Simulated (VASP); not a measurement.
P, 2 atoms in the cell. Symmetry: P6/mmm, No. 191, hexagonal system. The conventional cell has a = 4.171 Å, b = 4.171 Å, c = 2.308 Å, α = 90.00°, β = 90.00°, γ = 120.00°. Within 3.0 Å of P (site symmetry -6m2) lie 5 P at 2.31 to 2.41 Å. The cell was built from a structure type or drawn by symmetry, and may not be a known phase.

| Quantity | Value |
| --- | --- |
| Program | VASP 6.6.1 |
| Task | single point |
| Functional | PBE |
| Potentials or basis | VASP PAW PBE potentials, release 64 (P) |
| Cutoff | 520 eV |
| k mesh | 6 × 6 × 6 |
| Occupations | gaussian, width 0.1 eV |
| Spin | no spin polarisation |
| Dipole correction | no |
| Further INCAR settings | ALGO = Normal; EDIFF = 1e-06; NBANDS = 12 |

Potentials or basis: VASP PAW PBE potentials, release 64 (P).

Command:

```bash
$ cat potpaw_PBE.64/P/POTCAR > POTCAR
$ mpirun -np 1 vasp_std > vasp.out
```

Hardware: 1 thread of Intel(R) Xeon(R) 6975P-C (Granite Rapids), with other jobs on the host.

How long does it take, and how much memory?

Wall time 3.8 s on 1 thread of Intel(R) Xeon(R) 6975P-C (Granite Rapids), on a shared host, peak memory 0.14 GiB. Counts: scf iterations 12, k points 28.
